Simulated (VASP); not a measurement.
Nb, 1 atom in the cell. The structure is cubic, space group Im-3m (No. 229). Conventional cell: a = 3.311 Å, b = 3.311 Å, c = 3.311 Å, α = 90.00°, β = 90.00°, γ = 90.00°. Within 3.8 Å of Nb (site symmetry m-3m) lie 14 Nb at 2.87 to 3.31 Å. 

* Program: VASP 6.6.1
* Task: single point
* Functional: PBE
* Potentials or basis: VASP PAW PBE potentials, release 64 (Nb_sv)
* Cutoff: 520 eV
* k mesh: 18 × 18 × 18
* Occupations: gaussian, width 0.1 eV
* Spin: non-collinear spin, zero start, spin-orbit coupling
* Starting moments: [[0.0, 0.0, 0.0]] μB
* Dipole correction: no
* Further INCAR settings: ALGO = Normal; EDIFF = 1e-06; NBANDS = 24

Potentials or basis: VASP PAW PBE potentials, release 64 (Nb_sv).

Run with:

```console
$ cat potpaw_PBE.64/Nb_sv/POTCAR > POTCAR
$ mpirun -np 1 vasp_ncl > vasp.out
```

Hardware: 1 thread of Intel(R) Xeon(R) 6975P-C (Granite Rapids) (shared host).

Q: How long does it take, and how much memory?

A: Wall time 110 s on 1 thread of Intel(R) Xeon(R) 6975P-C (Granite Rapids), on a shared host, peak memory 0.27 GiB. Counts: scf iterations 13, k points 195.
